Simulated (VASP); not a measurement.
Runs of VASP 6.6.1 on Ga. The structure is that of space group I4/mmm (No. 139), or close to it. The cells are those of the table. 

```csv
task,level,potentials or basis,cell,cutoff (eV),smearing,gap on the mesh (eV),pressure (GPa)
single point,PBEsol,"VASP PAW PBE potentials, release 64 (Ga_d)","a = 2.967 Å, angles 125.6, 125.6, 80.5°, 1 atom",520,fermi-dirac 0.05 eV,none,4.2
single point,PBEsol,"VASP PAW PBE potentials, release 64 (Ga_d)","a = 3.029 Å, angles 125.6, 125.6, 80.5°, 1 atom",520,gaussian 0.05 eV,none,-0.3
single point,PBEsol,"VASP PAW PBE potentials, release 64 (Ga_d)","a = 3.069 Å, angles 125.6, 125.6, 80.5°, 1 atom",520,fermi-dirac 0.05 eV,none,(a)
relaxation of cell and atoms,revPBE+D3(BJ),"VASP PAW PBE potentials, release 64 (Ga_d)","relaxed from a = 3.029 Å, angles 125.6, 125.6, 80.5°, 1 atom",600,fermi-dirac 0.05 eV,none,0.0
single point,LDA,"VASP PAW LDA potentials, release 64 (Ga_d)","a = 2.988 Å, angles 125.6, 125.6, 80.5°, 1 atom",520,fermi-dirac 0.05 eV,none,0.1
```

Alike in all rows: no spin polarisation; k mesh 13 × 13 × 13.

Q: Estimate the missing entries.

A: (a) -2.4.

Caveats: the PAW data sets were made with another functional, which shifts forces and pressure a little (some runs); pairwise dispersion overbinds metals, which lowers pressure and volume (some runs).

A k mesh can miss the band edges, and the runs leave out spin-orbit coupling on Ga.

A gap of «none» marks levels without a gap at the run's occupations.
